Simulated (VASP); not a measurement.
Here is a VASP 6.6.1 calculation.

INCAR

```
PREC = Accurate
ENCUT = 400
EDIFF = 1E-8
ISMEAR = -1
SIGMA = 0.03
LREAL = F
LASPH = T
NELM = 120
ALGO = Normal
ISIF = 2
LWAVE = F
LCHARG = F
GGA = PE
LEFG = T
NBANDS = 26
GGA_COMPAT = F
```

The input KPOINTS:

```
regular mesh
0
Gamma
  14 14 8
```

File POSCAR:

```
Au
1.0
    2.8413017565      0.0000000000      0.0000000000
   -1.4206508782      2.4606395010      0.0000000000
    0.0000000000      0.0000000000      4.7812276454
Au
2
Direct
    0.3333333333      0.6666666667      0.7500000000
    0.6666666667      0.3333333333      0.2500000000
```

Potentials or basis: VASP PAW PBE potentials, release 64 (Au_sv_GW).

Launch:

```sh
$ cat potpaw_PBE.64/Au_sv_GW/POTCAR > POTCAR
$ mpirun -np 1 vasp_std > vasp.out
```

Question: Predict the band gap on the k mesh.

Answer: Zero (band 19 reaches 13.15 eV, above the bottom of band 20 at 6.41 eV).

Question: Estimate the pressure.

Answer: 8.5 GPa.

Electric field gradients, principal values (V/Å²):
| atom | least | middle | greatest (by size) |
| --- | --- | --- | --- |
| 1 Au | -11.394 | -11.403 | 22.797 |
| 2 Au | -11.394 | -11.403 | 22.797 |

Caveat: without QUAD_EFG the Cq values of the log hold for a quadrupole moment of 1 mb, not for the nuclei; spin-orbit coupling is left out, which moves the levels of the heavy elements.
